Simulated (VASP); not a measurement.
# PtS2 (R-3m) in VASP: further runs

The runs below take PtS2 through single point, with LDA, r2SCAN.

All numbers are computed with VASP 6.6.1; they aren't measurements. Logs are shortened: lines on timing, memory, paths and dates and some standing lists are left out, and cuts for length are marked.

## 1. The cell of the first run

Symmetry: R-3m, No. 166, trigonal system. The conventional cell has a = 3.529 Å, b = 3.529 Å, c = 16.569 Å, α = 90.00°, β = 90.00°, γ = 120.00°. Within 3.2 Å of Pt (site symmetry -3m) lie 6 S at 2.39 Å. Within 3.2 Å of S (site symmetry 3m) lie 3 Pt at 2.39 Å.

## 2. Single point, LDA

The input, INCAR:

```
ALGO     = Normal         # electronic algorithm
EDIFF    = 1E-7           # SCF threshold, eV
ENCUT    = 520            # plane-wave cutoff, eV
ISIF     = 2              # what is computed and relaxed
ISMEAR   = 0              # smearing method
LASPH    = True           # aspherical terms in the spheres
LCHARG   = False          # write CHGCAR
LREAL    = False          # projectors in reciprocal space
LWAVE    = False          # write WAVECAR
NBANDS   = 18             # bands
NELM     = 80             # most SCF steps
PREC     = Accurate       # precision mode
SIGMA    = 0.01           # smearing width, eV
```

The input, KPOINTS:

```
k-points
0
Gamma
  8 8 8
```

The input, POSCAR:

```
PtS2
1.0
    1.7644429032      1.0187015851      5.5230462059
   -1.7644429032      1.0187015851      5.5230462059
    0.0000000000     -2.0374031703      5.5230462059
Pt S
1 2
Direct
    0.0000000000      0.0000000000      0.0000000000
    0.2583047869      0.2583047869      0.2583047869
    0.7416952131      0.7416952131      0.7416952131
```

Potentials or basis: VASP PAW LDA potentials, release 64 (Pt, S).

On the command line:

```
$ cat potpaw_LDA.64/Pt/POTCAR potpaw_LDA.64/S/POTCAR > POTCAR
$ mpirun -np 1 vasp_std > vasp.out
```

OUTCAR:

```text
EDIFF = 1E-7
   ENCUT = 520
   ISIF = 2
   ISMEAR = 0
   LASPH = True
   LREAL = False
   NELM = 80
   PREC = Accurate

 ion  position               nearest neighbor table
   1  0.000  0.000  0.000-   3 2.39   3 2.39   2 2.39   2 2.39   3 2.39   2 2.39
   2  0.258  0.258  0.258-   1 2.39   1 2.39   1 2.39
   3  0.742  0.742  0.742-   1 2.39   1 2.39   1 2.39

  LATTYP: Found a trigonal (rhomboedric) cell.
 ALAT       =     5.8868540895
 COS(alpha) =     0.8203287162

  Lattice vectors:

 A1 = (   1.7644429032,   1.0187015851,   5.5230462059)
 A2 = (  -1.7644429032,   1.0187015851,   5.5230462059)
 A3 = (   0.0000000000,  -2.0374031703,   5.5230462059)

Analysis of symmetry for initial positions (statically):
=====================================================================
 Subroutine PRICEL returns:
 Original cell was already a primitive cell.

 Routine SETGRP: Setting up the symmetry group for a
 trigonal (rhombohedral) supercell.

 Subroutine GETGRP returns: Found 12 space group operations
 (whereof 12 operations were pure point group operations)
 out of a pool of 12 trial point group operations.

The static configuration has the point symmetry D_3d.

Analysis of symmetry for dynamics (positions and initial velocities):
=====================================================================
 Subroutine PRICEL returns:
 Original cell was already a primitive cell.

 Routine SETGRP: Setting up the symmetry group for a
 trigonal (rhombohedral) supercell.

 Subroutine GETGRP returns: Found 12 space group operations
 (whereof 12 operations were pure point group operations)
 out of a pool of 12 trial point group operations.

The dynamic configuration has the point symmetry D_3d.

 Subroutine INISYM returns: Found 12 space group operations
 (whereof 12 operations are pure point group operations),
 and found     1 'primitive' translations

----------------------------------------------------------------------------------------

                                     Primitive cell

  volume of cell :      59.5641

  direct lattice vectors                    reciprocal lattice vectors
     1.764442903  1.018701585  5.523046206     0.283375562  0.163606957  0.060353168
    -1.764442903  1.018701585  5.523046206    -0.283375562  0.163606957  0.060353168
     0.000000000 -2.037403170  5.523046206     0.000000000 -0.327213914  0.060353168

  length of vectors
     5.886854089  5.886854089  5.886854089     0.332733303  0.332733303  0.332733303

  position of ions in fractional coordinates (direct lattice)
     0.000000000  0.000000000  0.000000000
     0.258304787  0.258304787  0.258304787
     0.741695213  0.741695213  0.741695213

  ion indices of the primitive-cell ions
   primitive index   ion index
                 1           1
                 2           2
                 3           3

----------------------------------------------------------------------------------------

 KPOINTS: k-points

Automatic generation of k-mesh.
 Grid dimensions read from file:
 generate k-points for:    8    8    8

 Generating k-lattice:

  Cartesian coordinates                     Fractional coordinates (reciprocal lattice)
     0.035421945  0.020450870  0.007544146     0.125000000 -0.000000000  0.000000000
    -0.035421945  0.020450870  0.007544146    -0.000000000  0.125000000  0.000000000
     0.000000000 -0.040901739  0.007544146     0.000000000  0.000000000  0.125000000

  Length of vectors
     0.041591663  0.041591663  0.041591663

  Shift w.r.t. Gamma in fractional coordinates (k-lattice)
     0.000000000  0.000000000  0.000000000

 Subroutine IBZKPT returns following result:
 ===========================================

 Found     65 irreducible k-points:

 Following reciprocal coordinates:
            Coordinates               Weight
  0.000000  0.000000  0.000000      1.000000
  0.125000  0.000000  0.000000      6.000000
  0.250000  0.000000  0.000000      6.000000
  0.375000 -0.000000  0.000000      6.000000
  0.500000  0.000000  0.000000      3.000000
  0.125000  0.125000  0.000000      6.000000
[... 16 lines left out ...]
  0.250000  0.125000  0.125000      6.000000
  0.375000  0.125000  0.125000      6.000000
 [... further k-points ...]
   k-points           NKPTS =     65   k-points in BZ     NKDIM =     65   number of bands    NBANDS=     18
   number of dos      NEDOS =    301   number of ions     NIONS =      3
   total plane-waves  NPLWV = 110592
   dimension x,y,z NGX =    48 NGY =   48 NGZ =   48
   dimension x,y,z NGXF=    96 NGYF=   96 NGZF=   96
   ions per type =               1   2
   NGX,Y,Z   is equivalent  to a cutoff of  13.56, 13.56, 13.56 a.u.
   NGXF,Y,Z  is equivalent  to a cutoff of  27.11, 27.11, 27.11 a.u.
 SYSTEM =  unknown system
   PREC   = accura    normal or accurate (medium, high low for compatibility)
   ISTART =      0    job   : 0-new  1-cont  2-samecut
   ICHARG =      2    charge: 1-file 2-atom 10-const
   ISPIN  =      1    spin polarized calculation?
   LNONCOLLINEAR =      F non collinear calculations
   LSORBIT =      F    spin-orbit coupling
   LASPH  =      T    aspherical Exc in radial PAW
   ENCUT  =  520.0 eV  38.22 Ry    6.18 a.u.  10.95 10.95 10.95*2*pi/ulx,y,z
   NELM   =     80;   NELMIN=  2; NELMDL= -5     # of ELM steps
   EDIFF  = 0.1E-06   stopping-criterion for ELM
   LREAL  =      F    real-space projection
   EDIFFG = 0.1E-05   stopping-criterion for IOM
   NSW    =      0    number of steps for IOM
   IBRION =     -1    ionic relax: 0-MD 1-quasi-New 2-CG
   NFREE  =      0    steps in history (QN), initial steepest desc. (CG)
   ISIF   =      2    stress and relaxation
   ISYM   =      2    0-nonsym 1-usesym 2-fastsym
   POTIM  = 0.5000    time-step for ionic-motion
   TEBEG  =    0.0;   TEEND  =   0.0 temperature during run
   PSTRESS=    0.0 pullay stress
   NELECT =      22.0000    total number of electrons
   NUPDOWN=      -1.0000    fix difference up-down
   EMIN   =  10.00;   EMAX   =-10.00  energy-range for DOS
   EFERMI =   0.00;   METHOD = LEGACY
   ISMEAR =     0;   SIGMA  =   0.01  broadening in eV -4-tet -1-fermi 0-gaus
   EFERMI_NEDOS =   21; number of points for ismear=-14 and -15
   IALGO  =     38    algorithm
   IMIX   =      4    mixing-type and parameters
     AMIX     =   0.40;   BMIX     =  1.00
     AMIX_MAG =   1.60;   BMIX_MAG =  1.00
  volume/ion in A,a.u.               =      19.85       133.99
  Fermi-wavevector in a.u.,A,eV,Ry     =   1.174593  2.219660 18.771545  1.379670
  Thomas-Fermi vector in A             =   2.310988
   LORBIT       =      0    0 simple, 1 ext, 2 COOP (PROOUT), +10 PAW based schemes
   GGA     = CA    functional components
   LHFCALC =     F    Hartree Fock is set to
   AEXX    =    0.0000 exact exchange contribution
   IVDW    =     0    specifies the selected vdW correction
   LEPSILON=     F    determine dielectric tensor
   LRPA    =     F    only Hartree local field effects (RPA)
 non-spin polarized calculation
 Gauss-broadening in eV      SIGMA  =   0.01
  energy-cutoff  :      520.00
  volume of cell :       59.56
 maximum number of plane-waves:      1635
 NGX is ok and might be reduce to    48
   NGX = 21   NGY = 21   NGZ = 21

 number of electron      21.9999999 magnetization

 Free energy of the ion-electron system (eV)
  ---------------------------------------------------
  ext. energy  EPLUGINS =         0.00000000
  ---------------------------------------------------
  free energy    TOTEN  =       -18.08619875 eV

  energy without entropy =      -18.08619875  energy(sigma->0) =      -18.08619875

 E-fermi :   5.2673     XC(G=0): -10.4504

 val. band max:        5.2109772268   @ k =   0.2500   0.1250   0.1250
 cond. band min:       6.1454847514   @ k =  -0.2500   0.2500   0.0000
 fundamental gap:      0.9345075246
 Fermi energy:         5.2673355313

 k-point     1 :       0.0000    0.0000    0.0000
  band No.  band energies     occupation
      1      -9.4026      2.00000
      2      -6.8537      2.00000
      3      -1.0787      2.00000
      4      -0.8805      2.00000
      5      -0.8805      2.00000
      6       1.8232      2.00000
[... 10 lines left out ...]
     17      13.3867      0.00000
     18      16.4741      0.00000

 k-point     2 :       0.1250    0.0000    0.0000
  band No.  band energies     occupation
      1      -9.1999      2.00000
      2      -6.9232      2.00000
      3      -0.9155      2.00000
      4      -0.7635      2.00000
      5      -0.7542      2.00000
      6       1.5145      2.00000
[... 10 lines left out ...]
     17      14.0430      0.00000
     18      15.8767      0.00000

 k-point     3 :       0.2500    0.0000    0.0000
  band No.  band energies     occupation
      1      -8.6511      2.00000
      2      -7.0794      2.00000
      3      -0.7791      2.00000
      4      -0.5132      2.00000
      5      -0.0988      2.00000
      6       0.5574      2.00000
[... 10 lines left out ...]
     17      14.9058      0.00000
     18      15.3921      0.00000

 k-point     4 :       0.3750   -0.0000    0.0000
  band No.  band energies     occupation
      1      -7.9896      2.00000
      2      -7.2010      2.00000
      3      -1.1397      2.00000
      4      -0.3681      2.00000
      5       0.0373      2.00000
      6       0.7983      2.00000
[... 375 lines left out ...]
      4      -0.8780      2.00000
      5      -0.8780      2.00000
      6       1.8236      2.00000
[... 10 lines left out ...]
     17      13.4473      0.00000
     18      16.0371      0.00000

 k-point    23 :       0.2500    0.1250    0.1250
  band No.  band energies     occupation
      1      -9.1625      2.00000
      2      -7.0062      2.00000
      3      -0.9517      2.00000
      4      -0.7575      2.00000
      5      -0.5570      2.00000
      6       1.5204      2.00000
[... 10 lines left out ...]
     17      14.0422      0.00000
     18      15.4302      0.00000

 k-point    24 :       0.3750    0.1250    0.1250
  band No.  band energies     occupation
      1      -8.6071      2.00000
      2      -7.1472      2.00000
      3      -0.9094      2.00000
      4      -0.5036      2.00000
      5       0.1406      2.00000
      6       0.5455      2.00000
[... 10 lines left out ...]
     17      14.5672      0.00000
     18      15.3847      0.00000

 [... further k-points ...]

------------------------ aborting loop because EDIFF is reached ----------------------------------------

  FORCE on cell =-STRESS in cart. coord.  units (eV):
  Direction    XX          YY          ZZ          XY          YZ          ZX
  --------------------------------------------------------------------------------------
  -------------------------------------------------------------------------------------
  Total       -1.3173561     -1.3173561     -1.4335737      0.0000000      0.0000000      0.0000000
  in kB      -35.4347396    -35.4347396    -38.5608043      0.0000000      0.0000000      0.0000000
  external PRESSURE =     -36.4767612 kB  Pullay stress =       0.0000000 kB

 VOLUME and BASIS-vectors are now :
 -----------------------------------------------------------------------------
  energy-cutoff  :      520.00
  volume of cell :       59.56
      direct lattice vectors                 reciprocal lattice vectors
     1.764442903  1.018701585  5.523046206     0.283375562  0.163606957  0.060353168
    -1.764442903  1.018701585  5.523046206    -0.283375562  0.163606957  0.060353168
     0.000000000 -2.037403170  5.523046206     0.000000000 -0.327213914  0.060353168

 POSITION                                       TOTAL-FORCE (eV/Angst)
 -----------------------------------------------------------------------------------
      0.00000      0.00000      0.00000         0.000000     -0.000000     -0.000000
      0.00000     -0.00000      4.27989         0.000000     -0.000000      0.437307
      0.00000     -0.00000     12.28925         0.000000      0.000000     -0.437307
 -----------------------------------------------------------------------------------
    total drift:                               -0.000000     -0.000000      0.000000

  FREE ENERGIE OF THE ION-ELECTRON SYSTEM (eV)
  ---------------------------------------------------
  free  energy   TOTEN  =       -18.0861987508 eV

  energy  without entropy=      -18.0861987508  energy(sigma->0) =      -18.08619875
```

Run time: 2.9 min. Hardware: 1 thread of AMD EPYC 7R43 (Zen 3), shared host; peak memory 0.25 GiB.

Results:

| Property | Result |
| --- | --- |
| Free energy | -18.0862 eV |
| Pressure | -3.6 GPa |
| Largest force | 0.437 eV/Å |
| Band gap on the k mesh | 0.93 eV, indirect (least direct gap 1.09 eV) |

Forces in eV/Å, atoms in the order of the input:
```
Pt   0.000  0.000  0.000
S    0.000  0.000  0.437
S    0.000  0.000 -0.437
```

Stress tensor (GPa, compression positive):
```
-3.54  0.00  0.00
 0.00 -3.54  0.00
 0.00  0.00 -3.86
```

Caveat: spin-orbit coupling is left out, which moves the levels of the heavy elements. As with any semilocal functional, this LDA gap is likely too small.

## 3. Single point, r2SCAN

POSCAR is that of step 2.

The input, INCAR.step1:

```
PREC = Accurate
ENCUT = 520
ISMEAR = 0
SIGMA = 0.01
LREAL = F
LASPH = T
NELM = 80
NBANDS = 18
GGA = PE
ALGO = Normal
EDIFF = 1E-4
LWAVE = T
LCHARG = F
```

The input, INCAR.step2:

```
PREC = Accurate
ENCUT = 520
EDIFF = 1E-6
ISMEAR = 0
SIGMA = 0.01
LREAL = F
LASPH = T
NELM = 80
ALGO = Normal
ISIF = 2
LWAVE = F
LCHARG = T
METAGGA = R2SCAN
LMIXTAU = T
LELF = T
LVHAR = T
NBANDS = 18
ISTART = 1
```

The input, KPOINTS:

```
Automatic mesh
0
Gamma
  8 8 8
```

Potentials or basis: VASP PAW PBE potentials, release 64 (Pt, S).

On the command line:

```
$ cat potpaw_PBE.64/Pt/POTCAR potpaw_PBE.64/S/POTCAR > POTCAR
$ cp INCAR.step1 INCAR
$ mpirun -np 1 vasp_std > vasp.out
$ cp INCAR.step2 INCAR
$ mpirun -np 1 vasp_std > vasp.out
```

Wall time 13 min (1 thread of AMD EPYC 7R43 (Zen 3), shared host); peak memory 0.35 GiB.

It converged, with:

```
Free energy            : -68.8575 eV
Pressure               : 1.1 GPa
Largest force          : 0.047 eV/Å
Band gap on the k mesh : 1.21 eV, indirect (least direct gap 1.42 eV)
```

Forces in eV/Å, atoms in the order of the input:
```
Pt   0.000  0.000  0.000
S    0.000  0.000  0.047
S    0.000  0.000 -0.047
```

Stress tensor (GPa, compression positive):
```
1.14 0.00 0.00
0.00 1.14 0.00
0.00 0.00 1.04
```

Levels at points of the mesh, in eV from the valence-band top:
```
           k point  band 8  band 9  band 10  band 11  band 12  band 13  band 14  band 15
(0.00, 0.00, 0.00)   -1.59   -0.63    -0.63    -0.08     2.94     2.94     5.96     6.30
(0.50, 0.00, 0.00)   -2.65   -2.39    -2.24    -2.18     2.34     2.55     6.38     6.96
(0.50, 0.50, 0.00)   -2.75   -2.59    -2.27    -1.66     3.00     3.08     4.76     6.58
(0.50, 0.50, 0.50)   -2.05   -0.97    -0.77    -0.77     3.08     3.08     6.35     7.89
```

Caveat: the PAW data sets were made with another functional, which shifts forces and pressure a little; spin-orbit coupling is left out, which moves the levels of the heavy elements. r2SCAN opens gaps a little over a GGA but as a rule still falls short of measured ones.
